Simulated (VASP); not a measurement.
# Na2MgScC6N6 (Fm-3m) in VASP: a series of runs

The runs below take Na2MgScC6N6 through single point, with PBE.

Program: VASP 6.6.1. These are calculated values, not measurements. Logs are shortened: lines on timing, memory, paths and dates and some standing lists are left out, and cuts for length are marked.

## Step 1: The cell of the first run

Symmetry: Fm-3m, No. 225, cubic system. The conventional cell has a = 10.534 Å, b = 10.534 Å, c = 10.534 Å, α = 90.00°, β = 90.00°, γ = 90.00°. Within 4.9 Å of Na (site symmetry -43m) lie 12 N at 3.77 Å and 12 C at 3.77 Å and 4 Mg at 4.56 Å and 4 Sc at 4.56 Å. Within 2.7 Å of Mg (site symmetry m-3m) lie 6 N at 2.07 Å. Within 2.7 Å of Sc (site symmetry m-3m) lie 6 C at 2.02 Å. C (site symmetry 4mm) has 1 N at 1.17 Å within 1.6 Å. N (site symmetry 4mm) has 1 C at 1.17 Å within 1.6 Å.

## Step 2: Single point, PBE

Contents of INCAR:

```
PREC = Accurate
ENCUT = 520
EDIFF = 1E-7
ISMEAR = 0
SIGMA = 0.1
LREAL = Auto
LASPH = T
NELM = 80
ALGO = Normal
ISIF = 2
LWAVE = F
LCHARG = F
GGA = PE
NBANDS = 54
```

Contents of KPOINTS:

```
Automatic mesh
0
Gamma
  4 4 4
```

Contents of POSCAR:

```
Na2MgScC6N6
1.0
    0.0000000000      5.2670000000      5.2670000000
    5.2670000000      0.0000000000      5.2670000000
    5.2670000000      5.2670000000      0.0000000000
Na Mg Sc C N
2 1 1 6 6
Direct
    0.2500000000      0.2500000000      0.2500000000
    0.7500000000      0.7500000000      0.7500000000
    0.5000000000      0.5000000000      0.5000000000
    0.0000000000      0.0000000000      0.0000000000
    0.8080501200      0.1919498800      0.1919498800
    0.1919498800      0.8080501200      0.1919498800
    0.1919498800      0.1919498800      0.8080501200
    0.1919498800      0.8080501200      0.8080501200
    0.8080501200      0.1919498800      0.8080501200
    0.8080501200      0.8080501200      0.1919498800
    0.6969812000      0.3030188000      0.3030188000
    0.3030188000      0.6969812000      0.3030188000
    0.3030188000      0.3030188000      0.6969812000
    0.3030188000      0.6969812000      0.6969812000
    0.6969812000      0.3030188000      0.6969812000
    0.6969812000      0.6969812000      0.3030188000
```

Potentials or basis: VASP PAW PBE potentials, release 64 (Na_pv, Mg, Sc_sv, C, N).

The run is started by

```console
$ cat potpaw_PBE.64/Na_pv/POTCAR potpaw_PBE.64/Mg/POTCAR potpaw_PBE.64/Sc_sv/POTCAR potpaw_PBE.64/C/POTCAR potpaw_PBE.64/N/POTCAR > POTCAR
$ mpirun -np 1 vasp_std > vasp.out
```

OUTCAR:

```text
PREC = Accurate
   ENCUT = 520
   EDIFF = 1E-7
   ISMEAR = 0
   LREAL = Auto
   LASPH = T
   NELM = 80
   ISIF = 2
   GGA = PE

 ion  position               nearest neighbor table
   1  0.250  0.250  0.250-
   2  0.750  0.750  0.750-
   3  0.500  0.500  0.500-  11 2.07  12 2.07  13 2.07  14 2.07  15 2.07  16 2.07
   4  0.000  0.000  0.000-   5 2.02   6 2.02   7 2.02   8 2.02   9 2.02  10 2.02
   5  0.808  0.192  0.192-  11 1.17   4 2.02
   6  0.192  0.808  0.192-  12 1.17   4 2.02
   7  0.192  0.192  0.808-  13 1.17   4 2.02
   8  0.192  0.808  0.808-  14 1.17   4 2.02
   9  0.808  0.192  0.808-  15 1.17   4 2.02
  10  0.808  0.808  0.192-  16 1.17   4 2.02
  11  0.697  0.303  0.303-   5 1.17   3 2.07
  12  0.303  0.697  0.303-   6 1.17   3 2.07
  13  0.303  0.303  0.697-   7 1.17   3 2.07
  14  0.303  0.697  0.697-   8 1.17   3 2.07
  15  0.697  0.303  0.697-   9 1.17   3 2.07
  16  0.697  0.697  0.303-  10 1.17   3 2.07

  LATTYP: Found a face centered cubic cell.
 ALAT       =    10.5340000000

  Lattice vectors:

 A1 = (   0.0000000000,   5.2670000000,   5.2670000000)
 A2 = (   5.2670000000,   0.0000000000,   5.2670000000)
 A3 = (   5.2670000000,   5.2670000000,   0.0000000000)

Analysis of symmetry for initial positions (statically):
=====================================================================
 Subroutine PRICEL returns:
 Original cell was already a primitive cell.

 Routine SETGRP: Setting up the symmetry group for a
 face centered cubic supercell.

 Subroutine GETGRP returns: Found 48 space group operations
 (whereof 48 operations were pure point group operations)
 out of a pool of 48 trial point group operations.

The static configuration has the point symmetry O_h .

Analysis of symmetry for dynamics (positions and initial velocities):
=====================================================================
 Subroutine PRICEL returns:
 Original cell was already a primitive cell.

 Routine SETGRP: Setting up the symmetry group for a
 face centered cubic supercell.

 Subroutine GETGRP returns: Found 48 space group operations
 (whereof 48 operations were pure point group operations)
 out of a pool of 48 trial point group operations.

The dynamic configuration has the point symmetry O_h .

 Subroutine INISYM returns: Found 48 space group operations
 (whereof 48 operations are pure point group operations),
 and found     1 'primitive' translations
[... 109 lines left out ...]
   NSW    =      0    number of steps for IOM
   IBRION =     -1    ionic relax: 0-MD 1-quasi-New 2-CG
   NFREE  =      0    steps in history (QN), initial steepest desc. (CG)
   ISIF   =      2    stress and relaxation
   ISYM   =      2    0-nonsym 1-usesym 2-fastsym
   POTIM  = 0.5000    time-step for ionic-motion
   TEBEG  =    0.0;   TEEND  =   0.0 temperature during run
   PSTRESS=    0.0 pullay stress
   NELECT =      81.0000    total number of electrons
   NUPDOWN=      -1.0000    fix difference up-down
   EMIN   =  10.00;   EMAX   =-10.00  energy-range for DOS
   EFERMI =   0.00;   METHOD = LEGACY
   ISMEAR =     0;   SIGMA  =   0.10  broadening in eV -4-tet -1-fermi 0-gaus
   EFERMI_NEDOS =   21; number of points for ismear=-14 and -15
   IALGO  =     38    algorithm
   IMIX   =      4    mixing-type and parameters
     AMIX     =   0.40;   BMIX     =  1.00
     AMIX_MAG =   1.60;   BMIX_MAG =  1.00
  volume/ion in A,a.u.               =      18.26       123.25
  Fermi-wavevector in a.u.,A,eV,Ry     =   1.067407  2.017106 15.501889  1.139357
  Thomas-Fermi vector in A             =   2.203022
   LORBIT       =      0    0 simple, 1 ext, 2 COOP (PROOUT), +10 PAW based schemes
   GGA     = PE    functional components
   LHFCALC =     F    Hartree Fock is set to
   AEXX    =    0.0000 exact exchange contribution
   IVDW    =     0    specifies the selected vdW correction
   LEPSILON=     F    determine dielectric tensor
   LRPA    =     F    only Hartree local field effects (RPA)
 non-spin polarized calculation
 Gauss-broadening in eV      SIGMA  =   0.10
  energy-cutoff  :      520.00
  volume of cell :      292.23
 maximum number of plane-waves:      7896
   NGX = 27   NGY = 27   NGZ = 27

 number of electron      81.0000004 magnetization

 Free energy of the ion-electron system (eV)
  ---------------------------------------------------
  ext. energy  EPLUGINS =         0.00000000
  ---------------------------------------------------
  free energy    TOTEN  =      -113.81568276 eV

  energy without entropy =     -113.77501249  energy(sigma->0) =     -113.79534762

 E-fermi :   1.8792     XC(G=0):  -7.4185

 val. band max:        1.8446613861   @ k =   0.2500   0.0000   0.0000
 cond. band min:       1.8989312155   @ k =   0.5000   0.2500   0.0000
 fundamental gap:      0.0542698295
 Fermi energy:         1.8791961737

 k-point     1 :       0.0000    0.0000    0.0000
  band No.  band energies     occupation
      1     -45.9491      2.00000
      2     -25.2471      2.00000
      3     -25.2471      2.00000
      4     -25.2471      2.00000
      5     -25.2469      2.00000
      6     -25.2469      2.00000
[... 429 lines left out ...]
     51       5.0320      0.00000
     52       5.3198      0.00000
 [bands above 52 left out]

------------------------ aborting loop because EDIFF is reached ----------------------------------------

  FORCE on cell =-STRESS in cart. coord.  units (eV):
  Direction    XX          YY          ZZ          XY          YZ          ZX
  --------------------------------------------------------------------------------------
  -------------------------------------------------------------------------------------
  Total       21.1274559     21.1274559     21.1274559      0.0000000      0.0000000     -0.0000000
  in kB      115.8344754    115.8344754    115.8344754      0.0000000      0.0000000     -0.0000000
  external PRESSURE =     115.8344754 kB  Pullay stress =       0.0000000 kB

 VOLUME and BASIS-vectors are now :
 -----------------------------------------------------------------------------
  energy-cutoff  :      520.00
  volume of cell :      292.23
      direct lattice vectors                 reciprocal lattice vectors
     0.000000000  5.267000000  5.267000000    -0.094930701  0.094930701  0.094930701
     5.267000000  0.000000000  5.267000000     0.094930701 -0.094930701  0.094930701
     5.267000000  5.267000000  0.000000000     0.094930701  0.094930701 -0.094930701

 POSITION                                       TOTAL-FORCE (eV/Angst)
 -----------------------------------------------------------------------------------
      2.63350      2.63350      2.63350        -0.000000     -0.000000      0.000000
      7.90050      7.90050      7.90050        -0.000000     -0.000000     -0.000000
      5.26700      5.26700      5.26700        -0.000000     -0.000000      0.000000
      0.00000      0.00000      0.00000        -0.000000     -0.000000     -0.000000
      2.02200      5.26700      5.26700         2.595219     -0.000000      0.000000
      5.26700      2.02200      5.26700        -0.000000      2.595219      0.000000
[... 8 lines left out ...]
      5.26700      7.34200      5.26700        -0.000000     -0.909380      0.000000
      5.26700      5.26700      7.34200        -0.000000     -0.000000     -0.909380
 -----------------------------------------------------------------------------------
    total drift:                                0.000000      0.000000      0.000000

  FREE ENERGIE OF THE ION-ELECTRON SYSTEM (eV)
  ---------------------------------------------------
  free  energy   TOTEN  =      -113.8156827563 eV

  energy  without entropy=     -113.7750124861  energy(sigma->0) =     -113.79534762
```

OSZICAR:

```text
N       E                     dE             d eps       ncg     rms          rms(c)
DAV:   1     0.875890414195E+03    0.87589E+03   -0.35085E+04   864   0.140E+03
DAV:   2    -0.190322189174E+01   -0.87779E+03   -0.84502E+03  1056   0.393E+02
DAV:   3    -0.121890609231E+03   -0.11999E+03   -0.11686E+03  1170   0.159E+02
DAV:   4    -0.129343464210E+03   -0.74529E+01   -0.73720E+01  1368   0.496E+01
DAV:   5    -0.129487208241E+03   -0.14374E+00   -0.14097E+00  1208   0.606E+00    0.288E+01
DAV:   6    -0.116641419363E+03    0.12846E+02   -0.25370E+01  1252   0.269E+01    0.150E+01
DAV:   7    -0.114070886164E+03    0.25705E+01   -0.79510E+00  1192   0.119E+01    0.625E+00
DAV:   8    -0.113864041114E+03    0.20685E+00   -0.12114E+00  1276   0.517E+00    0.266E+00
DAV:   9    -0.113818867114E+03    0.45174E-01   -0.19884E-01  1128   0.191E+00    0.671E-01
DAV:  10    -0.113814783310E+03    0.40838E-02   -0.24128E-02  1204   0.956E-01    0.390E-01
DAV:  11    -0.113815440726E+03   -0.65742E-03   -0.59161E-03  1220   0.468E-01    0.217E-01
DAV:  12    -0.113815613580E+03   -0.17285E-03   -0.53853E-03   948   0.312E-01    0.348E-02
DAV:  13    -0.113815666991E+03   -0.53411E-04   -0.36884E-04  1362   0.137E-01    0.312E-02
DAV:  14    -0.113815688045E+03   -0.21054E-04   -0.13759E-04  1240   0.757E-02    0.260E-02
DAV:  15    -0.113815682412E+03    0.56336E-05   -0.48167E-05  1232   0.472E-02    0.442E-03
DAV:  16    -0.113815682645E+03   -0.23286E-06   -0.29619E-06  1136   0.792E-03    0.197E-03
DAV:  17    -0.113815682751E+03   -0.10617E-06   -0.54014E-07  1068   0.468E-03    0.700E-04
DAV:  18    -0.113815682756E+03   -0.53924E-08   -0.49550E-08   716   0.212E-03
   1 F= -.11381568E+03 E0= -.11379535E+03  d E =-.406703E-01
```

stdout:

```text
POSCAR found type information on POSCAR NaMgScC N
 POSCAR found :  5 types and      16 ions
 scaLAPACK will be used
 LDA part: xc-table for (Slater+PW92), standard interpolation
 POSCAR, INCAR and KPOINTS ok, starting setup
 FFT: planning ... GRIDC
 FFT: planning ... GRID_SOFT
 FFT: planning ... GRID
 WAVECAR not read
 entering main loop
```

Wall time 3.7 min (1 thread of Intel Xeon Platinum 8488C (Sapphire Rapids), shared host); peak memory 0.45 GiB.

What came out:

| Quantity | Value |
| --- | --- |
| Free energy | -113.8157 eV |
| Pressure | 11.6 GPa |
| Largest force | 2.595 eV/Å |

Forces on the atoms (eV/Å):
```
Na   0.000  0.000  0.000
Na   0.000  0.000  0.000
Mg   0.000  0.000  0.000
Sc   0.000  0.000  0.000
C    2.595  0.000  0.000
C    0.000  2.595  0.000
C    0.000  0.000  2.595
C   -2.595  0.000  0.000
C    0.000 -2.595  0.000
C    0.000  0.000 -2.595
N    0.909  0.000  0.000
N    0.000  0.909  0.000
N    0.000  0.000  0.909
N   -0.909  0.000  0.000
N    0.000 -0.909  0.000
N    0.000  0.000 -0.909
```

Caveat: forces of over 1 eV/Å act on the atoms, so gaps and moduli don't describe the material at rest.

## Step 3: Single point, PBE

This run uses another cell than the first one, of 22.11 Å³/atom, 1.210 times its volume.

Contents of INCAR:

```
  ALGO = Normal
  EDIFF = 1E-6
  ENCUT = 520
  GGA = PE
  ISIF = 2
  ISMEAR = 0
  LASPH = True
  LCHARG = False
  LREAL = Auto
  LWAVE = False
  NBANDS = 54
  NELM = 60
  PREC = Accurate
  SIGMA = 0.1
```

Contents of KPOINTS:

```
k-points
0
Gamma
  4 4 4
```

Contents of POSCAR:

```
Na2MgScC6N6
1.0
    0.0000000000      5.6131118680      5.6131118680
    5.6131118680      0.0000000000      5.6131118680
    5.6131118680      5.6131118680      0.0000000000
Na Mg Sc C N
2 1 1 6 6
Direct
    0.2500000000      0.2500000000      0.2500000000
    0.7500000000      0.7500000000      0.7500000000
    0.5000000000      0.5000000000      0.5000000000
    0.0000000000      0.0000000000      0.0000000000
    0.7947730430      0.2052269570      0.2052269570
    0.2052269570      0.7947730430      0.2052269570
    0.2052269570      0.2052269570      0.7947730430
    0.2052269570      0.7947730430      0.7947730430
    0.7947730430      0.2052269570      0.7947730430
    0.7947730430      0.7947730430      0.2052269570
    0.6902148240      0.3097851760      0.3097851760
    0.3097851760      0.6902148240      0.3097851760
    0.3097851760      0.3097851760      0.6902148240
    0.3097851760      0.6902148240      0.6902148240
    0.6902148240      0.3097851760      0.6902148240
    0.6902148240      0.6902148240      0.3097851760
```

Potentials or basis: VASP PAW PBE potentials, release 64 (Na_pv, Mg, Sc_sv, C, N).

The run is started by

```console
$ cat potpaw_PBE.64/Na_pv/POTCAR potpaw_PBE.64/Mg/POTCAR potpaw_PBE.64/Sc_sv/POTCAR potpaw_PBE.64/C/POTCAR potpaw_PBE.64/N/POTCAR > POTCAR
$ mpirun -np 1 vasp_std > vasp.out
```

It took 3.6 min on 1 thread of Intel Xeon Platinum 8488C (Sapphire Rapids), shared host; peak memory 0.53 GiB.

It converged, with:

* Free energy: -116.7749 eV
* Pressure: 0.5 GPa
* Largest force: 0.389 eV/Å

Forces on the atoms (eV/Å):
```
Na   0.000  0.000  0.000
Na   0.000  0.000  0.000
Mg   0.000  0.000  0.000
Sc   0.000  0.000  0.000
C   -0.349  0.000  0.000
C    0.000 -0.349  0.000
C    0.000  0.000 -0.349
C    0.349  0.000  0.000
C    0.000  0.349  0.000
C    0.000  0.000  0.349
N    0.389  0.000  0.000
N    0.000  0.389  0.000
N    0.000  0.000  0.389
N   -0.389  0.000  0.000
N    0.000 -0.389  0.000
N    0.000  0.000 -0.389
```

Levels at points of the mesh, in eV from the Fermi level:
```tsv
k point	band 37	band 38	band 39	band 40	band 41	band 42	band 43	band 44
(0.00, 0.00, 0.00)	-4.91	-4.91	-4.85	-4.85	-0.09	-0.09	-0.09	0.01
(0.50, 0.00, 0.00)	-4.87	-4.87	-4.41	-4.41	0.09	0.24	0.24	0.61
(0.50, 0.50, 0.00)	-4.84	-4.55	-4.55	-4.36	-0.13	0.43	0.43	0.64
```
